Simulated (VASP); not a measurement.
**ScTl3SbBr3: single point with PBE**

Crystal: ScTl3SbBr3.

```
Sc Tl Sb Br
1.0
     4.51423    0.00000    0.00000
     0.00000    4.51423    0.00000
     0.00000    0.00000   14.63638
Sc Tl Sb Br
1 3 1 3
Cartesian
  0.0000 0.0000 0.0000
  2.2571 2.2571 3.1523
  4.5142 4.5142 7.3182
  2.2571 2.2571 11.4840
  2.2571 2.2571 0.0000
  0.0000 4.5142 2.7047
  2.2571 2.2571 7.3182
  4.5142 4.5142 11.9317
```

```
Program                : VASP 6.6.1
Task                   : single point
Functional             : PBE
Potentials or basis    : VASP PAW PBE potentials, release 64 (Sc_sv, Tl_d, Sb, Br)
Cutoff                 : 520 eV
k mesh                 : 6 × 6 × 2
Occupations            : gaussian, width 0.2 eV
Spin                   : no spin polarisation
Dipole correction      : no
Further INCAR settings : ALGO = Normal; EDIFF = 1e-07; NBANDS = 48
```

```json
{"Pressure": "0.0 GPa", "Largest force": "0.019 eV/Å", "Band gap on the k mesh": "0.17 eV"}
```

Forces on the atoms (eV/Å):
```
Sc   0.000  0.000  0.000
Tl   0.000  0.000 -0.003
Tl   0.000  0.000  0.000
Tl   0.000  0.000  0.003
Sb   0.000  0.000  0.000
Br   0.000  0.000  0.019
Br   0.000  0.000  0.000
Br   0.000  0.000 -0.019
```

Levels at points of the mesh, in eV from the valence-band top:
```
           k point  band 34  band 35  band 36  band 37  band 38  band 39  band 40  band 41  band 42  band 43
(0.00, 0.00, 0.00)    -3.62    -3.50    -0.49     0.00     0.00     0.17     0.89     1.13     1.13     1.54
(0.50, 0.00, 0.00)    -2.20    -2.18    -1.67    -1.25    -1.21     0.55     0.91     1.21     1.26     1.37
(0.50, 0.50, 0.00)    -4.04    -3.16    -1.72    -1.72    -0.45     0.75     0.75     1.20     1.55     1.63
(0.00, 0.00, 0.50)    -3.62    -3.50    -0.60     0.00     0.00     0.17     0.89     1.13     1.13     1.19
(0.50, 0.00, 0.50)    -2.27    -2.10    -1.67    -1.30    -1.25     0.67     0.90     0.99     1.21     1.36
(0.50, 0.50, 0.50)    -4.02    -3.11    -1.72    -1.72    -0.55     0.75     0.75     1.19     1.55     1.65
```

It took 11 min on 1 thread of Intel Xeon 8259CL, with other jobs on the host, peak memory 0.57 GiB.

Caveat: spin-orbit coupling is left out, which moves the levels of the heavy elements. A k mesh can miss the band edges.
